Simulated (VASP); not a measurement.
Write the native input for VASP 6.6.1 that does the following.

- Task: relaxation of cell and atoms
- Functional: PBE
- Dispersion: D3(BJ)
- Potentials or basis: VASP PAW PBE potentials, release 64 (Mn_pv, S)
- Cutoff: 600 eV
- k mesh: 9 × 9 × 9
- Occupations: fermi-dirac, width 0.05 eV
- Spin: collinear spin, ferromagnetic start
- Starting moments: [4.0, 0.0] μB
- Dipole correction: no
- Further INCAR settings: ALGO = Normal; EDIFF = 1e-07; IBRION = 2; EDIFFG = -0.005; NSW = 80; ISIF = 3

The structure of MnS lies in POSCAR:

```
MnS
1.0
    0.0000000000      2.6045000000      2.6045000000
    2.6045000000      0.0000000000      2.6045000000
    2.6045000000      2.6045000000      0.0000000000
Mn S
1 1
Direct
    0.0000000000      0.0000000000      0.0000000000
    0.5000000000      0.5000000000      0.5000000000
```

One way to write it, as run:

INCAR

```
SYSTEM = MnS
PREC = Accurate
ENCUT = 600
EDIFF = 1E-7
ISMEAR = -1
SIGMA = 0.05
LREAL = .False.
LASPH = .True.
NELM = 150
ALGO = Normal
ISIF = 3
LWAVE = .False.
LCHARG = .False.
ISPIN = 2
MAGMOM = 4 0
LORBIT = 11
LMAXMIX = 4
GGA = PE
IVDW = 12
IBRION = 2
NSW = 80
EDIFFG = -0.005
```

KPOINTS

```
regular mesh
0
Gamma
  9 9 9
  0 0 0
```

Potentials or basis: VASP PAW PBE potentials, release 64 (Mn_pv, S).

Command:

```bash
$ cat potpaw_PBE.64/Mn_pv/POTCAR potpaw_PBE.64/S/POTCAR > POTCAR
$ mpirun -np 1 vasp_std > vasp.out
```

It gave:

- Relaxed volume: 15.82 Å³/atom
- Relaxed cell: a = 3.550 Å, b = 3.550 Å, c = 3.550 Å, α = 60.00°, β = 60.00°, γ = 60.00°
- Space group after relaxing (to 0.05 Å): Fm-3m (No. 225)
- Energy gained by relaxing: 48.9 meV/atom
- Ionic steps: 11
- Pressure after relaxing: 0.0 GPa
- Net moment: 4.35 μB per cell
- Site moments: Mn +3.99; S +0.08 μB
- Valence electrons inside the program's atomic spheres: Mn 11.42; S 3.75
- Dispersion energy per atom: -0.457 eV

Caveat: the volume moved by -10 % from the deposited cell, more than functionals usually miss; a cell with one magnetic atom can't hold antiferromagnetic order, which such compounds often take; pairwise dispersion overbinds metals, which lowers pressure and volume.

Run time: 5.5 min on 1 thread of Intel(R) Xeon(R) Platinum 8488C (Sapphire Rapids), on a shared host, peak memory 0.22 GiB.
